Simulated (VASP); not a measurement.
Input of a VASP 6.6.1 run:

Contents of INCAR:

```
SYSTEM = SiGe3Ru2
PREC = Accurate ; ENCUT = 520
EDIFF = 1E-6 ; ISMEAR = 0
SIGMA = 0.1 ; LREAL = .False.
LASPH = .True. ; NELM = 80
ALGO = Normal ; ISIF = 2
LWAVE = .False. ; LCHARG = .False.
GGA = PE ; NBANDS = 46
```

KPOINTS

```
regular mesh
0
Gamma
  3 3 6
  0 0 0
```

File POSCAR:

```
SiGe3Ru2
1.0
    5.5420776659      0.0000000000      0.0000000000
   -2.7710388329      4.7995800484      0.0000000000
    0.0000000000      0.0000000000      3.9022541945
Si Ge Ru
1 3 2
Direct
    0.0000000000      0.0000000000      0.0000000000
    0.5000000000      0.0000000000      0.5000000000
    0.5000000000      0.5000000000      0.5000000000
    0.0000000000      0.5000000000      0.5000000000
    0.3333333333      0.6666666667      0.0000000000
    0.6666666667      0.3333333333      0.0000000000
```

Potentials or basis: VASP PAW PBE potentials, release 64 (Si, Ge_d, Ru_pv).

Run with:

```console
$ cat potpaw_PBE.64/Si/POTCAR potpaw_PBE.64/Ge_d/POTCAR potpaw_PBE.64/Ru_pv/POTCAR > POTCAR
$ mpirun -np 1 vasp_std > vasp.out
```

Problem. Estimate the band gap on the k mesh.

Solution. Zero (bands 37 and 38 overlap by 0.74 eV).

Problem. Predict the pressure.

Solution. 0.1 GPa.

Stress tensor (GPa, compression positive):
```
0.08 0.00 0.00
0.00 0.08 0.00
0.00 0.00 0.27
```

Caveat: the k points lie up to 0.44 Å⁻¹ apart, too coarse for converged energies and pressures of a metal.
